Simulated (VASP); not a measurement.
# W (I4/mmm) in VASP: notebook

Runs on W. Level: PBEsol. Tasks: single point.

Everything below comes from runs of VASP 6.6.1. Logs are shortened: lines on timing, memory, paths and dates and some standing lists are left out, and cuts for length are marked.

## (1) The cell of the first run

It takes space group I4/mmm (No. 139, tetragonal). Conventional cell: a = 3.450 Å, b = 3.450 Å, c = 3.067 Å, α = 90.00°, β = 90.00°, γ = 90.00°. Within 3.8 Å of W (site symmetry 4/mmm) lie 14 W at 2.88 to 3.45 Å.

## (2) Single point, PBEsol (strain +0.080 along x and y, -0.040 along z)

INCAR reads:

```
PREC = Accurate
ENCUT = 520
EDIFF = 1E-6
ISMEAR = 0
SIGMA = 0.15
LREAL = F
LASPH = T
NELM = 80
ALGO = Fast
ISIF = 2
LWAVE = F
LCHARG = F
GGA = PS
NBANDS = 13
```

KPOINTS reads:

```
Automatic mesh
0
Gamma
  20 20 20
```

POSCAR reads:

```
W
1.0
   -1.7250840000      1.7250840000      1.5334080000
    1.7250840000     -1.7250840000      1.5334080000
    1.7250840000      1.7250840000     -1.5334080000
W
1
Direct
    0.0000000000      0.0000000000      0.0000000000
```

Potentials or basis: VASP PAW PBE potentials, release 64 (W_sv).

The run is started by

```console
$ cat potpaw_PBE.64/W_sv/POTCAR > POTCAR
$ mpirun -np 1 vasp_std > vasp.out
```

OUTCAR:

```text
PREC = Accurate
   ENCUT = 520
   EDIFF = 1E-6
   ISMEAR = 0
   LREAL = F
   LASPH = T
   NELM = 80
   ISIF = 2
   GGA = PS

 ion  position               nearest neighbor table
   1  0.000  0.000  0.000-

  LATTYP: Found a body centered tetragonal cell.
 ALAT       =     3.4501680000
 C/A-ratio  =     0.8888888889

  Lattice vectors:

 A1 = (  -1.7250840000,   1.7250840000,   1.5334080000)
 A2 = (   1.7250840000,  -1.7250840000,   1.5334080000)
 A3 = (   1.7250840000,   1.7250840000,  -1.5334080000)

Analysis of symmetry for initial positions (statically):
=====================================================================
 Subroutine PRICEL returns:
 Original cell was already a primitive cell.

 Routine SETGRP: Setting up the symmetry group for a
 body centered tetragonal supercell.

 Subroutine GETGRP returns: Found 16 space group operations
 (whereof 16 operations were pure point group operations)
 out of a pool of 16 trial point group operations.

The static configuration has the point symmetry D_4h.

Analysis of symmetry for dynamics (positions and initial velocities):
=====================================================================
 Subroutine PRICEL returns:
 Original cell was already a primitive cell.

 Routine SETGRP: Setting up the symmetry group for a
 body centered tetragonal supercell.

 Subroutine GETGRP returns: Found 16 space group operations
 (whereof 16 operations were pure point group operations)
 out of a pool of 16 trial point group operations.

The dynamic configuration has the point symmetry D_4h.

 Subroutine INISYM returns: Found 16 space group operations
 (whereof 16 operations are pure point group operations),
 and found     1 'primitive' translations

----------------------------------------------------------------------------------------

                                     Primitive cell

  volume of cell :      18.2532

  direct lattice vectors                    reciprocal lattice vectors
    -1.725084000  1.725084000  1.533408000     0.000000000  0.289840958  0.326071078
     1.725084000 -1.725084000  1.533408000     0.289840958  0.000000000  0.326071078
     1.725084000  1.725084000 -1.533408000     0.289840958  0.289840958  0.000000000

  length of vectors
     2.881522117  2.881522117  2.881522117     0.436268414  0.436268414  0.409897014

  position of ions in fractional coordinates (direct lattice)
     0.000000000  0.000000000  0.000000000

  ion indices of the primitive-cell ions
   primitive index   ion index
                 1           1

----------------------------------------------------------------------------------------

 KPOINTS: Automatic mesh

Automatic generation of k-mesh.
 Grid dimensions read from file:
 generate k-points for:   20   20   20

 Generating k-lattice:

  Cartesian coordinates                     Fractional coordinates (reciprocal lattice)
     0.000000000  0.014492048  0.016303554     0.050000000  0.000000000  0.000000000
     0.014492048  0.000000000  0.016303554     0.000000000  0.050000000  0.000000000
     0.014492048  0.014492048  0.000000000     0.000000000  0.000000000  0.050000000

  Length of vectors
     0.021813421  0.021813421  0.020494851

  Shift w.r.t. Gamma in fractional coordinates (k-lattice)
     0.000000000  0.000000000  0.000000000

 Subroutine IBZKPT returns following result:
 ===========================================

 Found    641 irreducible k-points:

 Following reciprocal coordinates:
            Coordinates               Weight
  0.000000  0.000000  0.000000      1.000000
  0.050000 -0.000000  0.000000      8.000000
  0.100000 -0.000000  0.000000      8.000000
  0.150000  0.000000 -0.000000      8.000000
  0.200000 -0.000000  0.000000      8.000000
  0.250000  0.000000 -0.000000      8.000000
[... 16 lines left out ...]
 -0.400000  0.050000  0.000000     16.000000
 -0.350000  0.050000  0.000000     16.000000
 [... further k-points ...]
   k-points           NKPTS =    641   k-points in BZ     NKDIM =    641   number of bands    NBANDS=     13
   number of dos      NEDOS =    301   number of ions     NIONS =      1
   total plane-waves  NPLWV =  13824
   dimension x,y,z NGX =    24 NGY =   24 NGZ =   24
   dimension x,y,z NGXF=    48 NGYF=   48 NGZF=   48
   ions per type =               1
   NGX,Y,Z   is equivalent  to a cutoff of  13.85, 13.85, 13.85 a.u.
   NGXF,Y,Z  is equivalent  to a cutoff of  27.69, 27.69, 27.69 a.u.
 SYSTEM =  unknown system
   PREC   = accura    normal or accurate (medium, high low for compatibility)
   ISTART =      0    job   : 0-new  1-cont  2-samecut
   ICHARG =      2    charge: 1-file 2-atom 10-const
   ISPIN  =      1    spin polarized calculation?
   LNONCOLLINEAR =      F non collinear calculations
   LSORBIT =      F    spin-orbit coupling
   LASPH  =      T    aspherical Exc in radial PAW
   ENCUT  =  520.0 eV  38.22 Ry    6.18 a.u.   5.36  5.36  5.36*2*pi/ulx,y,z
   NELM   =     80;   NELMIN=  2; NELMDL= -5     # of ELM steps
   EDIFF  = 0.1E-05   stopping-criterion for ELM
   LREAL  =      F    real-space projection
   EDIFFG = 0.1E-04   stopping-criterion for IOM
   NSW    =      0    number of steps for IOM
   IBRION =     -1    ionic relax: 0-MD 1-quasi-New 2-CG
   NFREE  =      0    steps in history (QN), initial steepest desc. (CG)
   ISIF   =      2    stress and relaxation
   ISYM   =      2    0-nonsym 1-usesym 2-fastsym
   POTIM  = 0.5000    time-step for ionic-motion
   TEBEG  =    0.0;   TEEND  =   0.0 temperature during run
   PSTRESS=    0.0 pullay stress
   NELECT =      14.0000    total number of electrons
   NUPDOWN=      -1.0000    fix difference up-down
   EMIN   =  10.00;   EMAX   =-10.00  energy-range for DOS
   EFERMI =   0.00;   METHOD = LEGACY
   ISMEAR =     0;   SIGMA  =   0.15  broadening in eV -4-tet -1-fermi 0-gaus
   EFERMI_NEDOS =   21; number of points for ismear=-14 and -15
   IALGO  =     68    algorithm
   IMIX   =      4    mixing-type and parameters
     AMIX     =   0.40;   BMIX     =  1.00
     AMIX_MAG =   1.60;   BMIX_MAG =  1.00
  volume/ion in A,a.u.               =      18.25       123.18
  Fermi-wavevector in a.u.,A,eV,Ry     =   1.498551  2.831850 30.553980  2.245654
  Thomas-Fermi vector in A             =   2.610295
   LORBIT       =      0    0 simple, 1 ext, 2 COOP (PROOUT), +10 PAW based schemes
   GGA     = PS    functional components
   LHFCALC =     F    Hartree Fock is set to
   AEXX    =    0.0000 exact exchange contribution
   IVDW    =     0    specifies the selected vdW correction
   LEPSILON=     F    determine dielectric tensor
   LRPA    =     F    only Hartree local field effects (RPA)
 non-spin polarized calculation
 RMM-DIIS sequential band-by-band and
 Gauss-broadening in eV      SIGMA  =   0.15
  energy-cutoff  :      520.00
  volume of cell :       18.25
 maximum number of plane-waves:       521
 NGX is ok and might be reduce to    24
   NGX = 11   NGY = 11   NGZ = 11

 number of electron      14.0000000 magnetization

 Free energy of the ion-electron system (eV)
  ---------------------------------------------------
  ext. energy  EPLUGINS =         0.00000000
  ---------------------------------------------------
  free energy    TOTEN  =       -13.37103428 eV

  energy without entropy =      -13.36440253  energy(sigma->0) =      -13.36771840

 E-fermi :   9.3151     XC(G=0): -12.9752

 val. band max:        9.3137279254   @ k =  -0.2000   0.2500   0.1500
 cond. band min:       9.3209635870   @ k =  -0.0500   0.4500   0.0500
 fundamental gap:      0.0072356616
 Fermi energy:         9.3150931562

 k-point     1 :       0.0000    0.0000    0.0000
  band No.  band energies     occupation
      1     -64.9988      2.00000
      2     -28.7475      2.00000
      3     -28.7475      2.00000
      4     -28.6599      2.00000
      5       0.4924      2.00000
      6       7.5137      2.00000
      7       8.9172      1.99982
      8       8.9172      1.99982
      9      10.2186      0.00000
     10      11.9897      0.00000
     11      22.9464      0.00000
     12      22.9464      0.00000
     13      25.1639      0.00000

 k-point     2 :       0.0500   -0.0000    0.0000
  band No.  band energies     occupation
      1     -64.9970      2.00000
      2     -28.7579      2.00000
      3     -28.7544      2.00000
      4     -28.6719      2.00000
      5       0.6008      2.00000
      6       7.5426      2.00000
      7       8.8829      1.99995
      8       8.9113      1.99986
      9      10.2341      0.00000
     10      11.9058      0.00000
     11      23.1391      0.00000
     12      23.1419      0.00000
     13      25.2251      0.00000

 k-point     3 :       0.1000   -0.0000    0.0000
  band No.  band energies     occupation
      1     -64.9916      2.00000
      2     -28.7997      2.00000
      3     -28.7746      2.00000
      4     -28.6947      2.00000
      5       0.9187      2.00000
      6       7.5726      2.00000
      7       8.7556      2.00000
      8       8.9625      1.99911
      9      10.3067      0.00000
     10      11.7043      0.00000
     11      23.6312      0.00000
     12      23.7115      0.00000
     13      25.3405      0.00000

 k-point     4 :       0.1500    0.0000   -0.0000
  band No.  band energies     occupation
      1     -64.9833      2.00000
      2     -28.8825      2.00000
      3     -28.8058      2.00000
      4     -28.7114      2.00000
      5       1.4218      2.00000
      6       7.4822      2.00000
      7       8.5093      2.00000
      8       9.2232      1.61394
      9      10.4827      0.00000
     10      11.4856      0.00000
     11      24.1016      0.00000
     12      24.6112      0.00000
     13      25.3969      0.00000

 k-point     5 :       0.2000   -0.0000    0.0000
  band No.  band energies     occupation
      1     -64.9728      2.00000
      2     -28.9939      2.00000
      3     -28.8449      2.00000
      4     -28.7235      2.00000
      5       2.0629      2.00000
      6       7.2494      2.00000
      7       8.1955      2.00000
      8       9.7481      0.00004
      9      10.7737      0.00000
     10      11.3201      0.00000
     11      23.8654      0.00000
     12      25.5649      0.00000
     13      25.7819      0.00000
[... 257 lines left out ...]
 k-point    22 :      -0.4500    0.0500    0.0000
  band No.  band energies     occupation
      1     -64.9274      2.00000
      2     -29.4596      2.00000
      3     -29.0146      2.00000
      4     -28.7645      2.00000
      5       4.0328      2.00000
      6       6.1434      2.00000
      7       9.1615      1.85249
      8      11.0983      0.00000
      9      12.5216      0.00000
     10      13.8329      0.00000
     11      19.2825      0.00000
     12      21.0964      0.00000
     13      24.1249      0.00000

 k-point    23 :      -0.4000    0.0500    0.0000
  band No.  band energies     occupation
      1     -64.9345      2.00000
      2     -29.3892      2.00000
      3     -28.9889      2.00000
      4     -28.7574      2.00000
      5       3.9430      2.00000
      6       6.3111      2.00000
      7       8.4386      2.00000
      8      11.1927      0.00000
      9      12.0544      0.00000
     10      13.0116      0.00000
     11      20.2454      0.00000
     12      22.2263      0.00000
     13      25.3002      0.00000

 k-point    24 :      -0.3500    0.0500    0.0000
  band No.  band energies     occupation
      1     -64.9441      2.00000
      2     -29.2928      2.00000
      3     -28.9528      2.00000
      4     -28.7484      2.00000
      5       3.6544      2.00000
      6       6.5430      2.00000
      7       7.9389      2.00000
      8      11.2523      0.00000
      9      11.5266      0.00000
     10      12.1053      0.00000
     11      21.2667      0.00000
     12      23.7023      0.00000
     13      26.6328      0.00000

 [... further k-points ...]

------------------------ aborting loop because EDIFF is reached ----------------------------------------

  FORCE on cell =-STRESS in cart. coord.  units (eV):
  Direction    XX          YY          ZZ          XY          YZ          ZX
  --------------------------------------------------------------------------------------
  -------------------------------------------------------------------------------------
  Total       -4.7890269     -4.7890269     -1.8482604      0.0000000      0.0000000      0.0000000
  in kB     -420.3583241   -420.3583241   -162.2316280      0.0000000      0.0000000      0.0000000
  external PRESSURE =    -334.3160921 kB  Pullay stress =       0.0000000 kB

 VOLUME and BASIS-vectors are now :
 -----------------------------------------------------------------------------
  energy-cutoff  :      520.00
  volume of cell :       18.25
      direct lattice vectors                 reciprocal lattice vectors
    -1.725084000  1.725084000  1.533408000     0.000000000  0.289840958  0.326071078
     1.725084000 -1.725084000  1.533408000     0.289840958  0.000000000  0.326071078
     1.725084000  1.725084000 -1.533408000     0.289840958  0.289840958  0.000000000

 POSITION                                       TOTAL-FORCE (eV/Angst)
 -----------------------------------------------------------------------------------
      0.00000      0.00000      0.00000        -0.000000     -0.000000      0.000000
 -----------------------------------------------------------------------------------
    total drift:                               -0.000000      0.000000      0.000000

  FREE ENERGIE OF THE ION-ELECTRON SYSTEM (eV)
  ---------------------------------------------------
  free  energy   TOTEN  =       -13.3710342787 eV

  energy  without entropy=      -13.3644025278  energy(sigma->0) =      -13.36771840
```

It used 160 s of CPU time on 1 thread of AMD EPYC 7R13 Processor (Zen 3) (shared host).

Results:

```
Free energy            : -13.3710 eV
Pressure               : -33.4 GPa
Band gap on the k mesh : zero (band 7 reaches 13.48 eV, above the bottom of band 8 at 8.36 eV)
```

Caveat: the cell differs from its parent crystal (strain +0.080 along x and y, -0.040 along z); the PAW data sets were made with another functional, which shifts forces and pressure a little; spin-orbit coupling is left out, which moves the levels of the heavy elements.

## (3) Single point, PBEsol (strain +0.080 along x and y, +0.000 along z)

INCAR reads:

```
ALGO = Fast ; EDIFF = 1E-7
ENCUT = 520 ; GGA = PS
ISIF = 2 ; ISMEAR = 0
LASPH = True ; LCHARG = True
LELF = True ; LREAL = False
LVHAR = True ; LWAVE = False
NBANDS = 13 ; NELM = 100
PREC = Accurate ; SIGMA = 0.15
```

KPOINTS reads:

```
k-points
0
Gamma
  20 20 20
```

POSCAR reads:

```
W
1.0
   -1.7250840000      1.7250840000      1.5973000000
    1.7250840000     -1.7250840000      1.5973000000
    1.7250840000      1.7250840000     -1.5973000000
W
1
Direct
    0.0000000000      0.0000000000      0.0000000000
```

Potentials or basis: VASP PAW PBE potentials, release 64 (W_sv).

The run is started by

```console
$ cat potpaw_PBE.64/W_sv/POTCAR > POTCAR
$ mpirun -np 1 vasp_std > vasp.out
```

It used 260 s of CPU time on 1 thread of AMD EPYC 7R13 Processor (Zen 3), with other jobs on the host.

Results (log left out):

```yaml
Free_energy: -13.2608 eV
Pressure: -40.4 GPa
Band_gap_on_the_k_mesh: zero (band 7 reaches 12.73 eV, above the bottom of band 8 at 7.94 eV)
```

Stress tensor (GPa, compression positive):
```
-45.74   0.00   0.00
  0.00 -45.74   0.00
  0.00   0.00 -29.86
```

Levels at points of the mesh, in eV from the Fermi level:
```tsv
k point	band 5	band 6	band 7	band 8	band 9	band 10
(0.00, 0.00, 0.00)	-8.61	-1.48	-0.63	-0.63	1.21	2.29
(0.50, 0.00, 0.00)	-5.15	-3.04	0.46	1.67	2.93	4.68
(0.50, 0.50, 0.00)	-5.26	-2.17	-0.05	0.93	2.06	4.58
(0.50, 0.50, 0.50)	-4.61	-4.46	3.91	3.91	4.15	6.32
```

Caveat: the cell differs from its parent crystal (strain +0.080 along x and y, +0.000 along z); the PAW data sets were made with another functional, which shifts forces and pressure a little; spin-orbit coupling is left out, which moves the levels of the heavy elements.
